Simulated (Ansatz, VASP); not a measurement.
# Two plane-wave programs on PtSe2

```
Pt Se
1.0
     3.73170    0.00000    0.00000
    -1.86585    3.23175    0.00000
     0.00000    0.00000    5.30354
Pt Se
1 2
Direct
  0.00000 0.00000 0.00000
  0.33333 0.66667 0.24462
  0.66667 0.33333 0.75538
```

Alike in both runs: functional r2SCAN; dispersion D4; k mesh 10 × 10 × 7; no spin polarisation.

Ansatz relaxed the structure, and its values are those at the end. VASP's run is a single point on that final structure, the one shown.

|  | VASP | Ansatz |
| --- | --- | --- |
| version | VASP 6.6.1 | Ansatz 0.2.0 |
| potentials or method | VASP PAW PBE potentials, release 64 (Pt, Se) | plane waves, PAW |
| plane-wave cutoff (eV) | 520 | 500 |
| occupations | fermi-dirac, width 0.1 eV | fermi-dirac |
| valence electrons in the cell | 22 | 50 |

```tsv
	VASP	Ansatz	Ansatz less VASP
pressure (GPa)	0.1	0.0	-0.07
rms of the force components (eV/Å)	0.007	0.001	-0.0062
```

VASP's potentials were made for PBE, not for r2SCAN. VASP's potentials hold 22 valence electrons a cell and Ansatz's 50, so a difference there can come from the potentials and not from the codes.

Neither program's run includes spin-orbit coupling.
